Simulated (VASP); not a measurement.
MgB2: single point with r2SCAN

Crystal: MgB2.

```
CELL_PARAMETERS angstrom
3.06689 0.00282 -0.00005
-1.53092 2.65661 0.00024
-0.00002 0.00010 3.51769
ATOMIC_POSITIONS crystal
Mg 0.99069 0.00811 0.99550
B 0.32080 0.67377 0.49550
B 0.66066 0.34246 0.49550
```

- Program: VASP 6.6.1
- Task: single point
- Functional: r2SCAN
- Potentials or basis: VASP PAW PBE potentials, release 64 (Mg, B)
- Cutoff: 520 eV
- k mesh: 7 × 6 × 5, shifted
- Occupations: fermi-dirac, width 0.1 eV
- Spin: no spin polarisation
- Dipole correction: no
- Further INCAR settings: ALGO = Normal; EDIFF = 1e-06; NBANDS = 11

```json
{"Pressure": "-0.4 GPa", "Band gap on the k mesh": "zero (bands 4 and 5 overlap by 2.53 eV)"}
```

Stress tensor (GPa, compression positive):
```
-0.29  0.00  0.00
 0.00 -0.31 -0.01
 0.00 -0.01 -0.63
```

Levels at points of the mesh, in eV from the Fermi level:
| k point | band 2 | band 3 | band 4 | band 5 | band 6 | band 7 |
| --- | --- | --- | --- | --- | --- | --- |
| (0.00, 0.00, 0.50) | -7.78 | 0.73 | 0.99 | 6.93 | 7.20 | 8.74 |
| (0.00, 0.50, 0.50) | -7.36 | -3.75 | -1.99 | -1.18 | 6.19 | 9.66 |

Run time: 37 s on 1 thread of Intel(R) Xeon(R) 6975P-C (Granite Rapids), with other jobs on the host, peak memory 0.17 GiB.

Caveat: the k points lie up to 0.37 Å⁻¹ apart, too coarse for converged energies and pressures of a metal; the PAW data sets were made with another functional, which shifts forces and pressure a little.
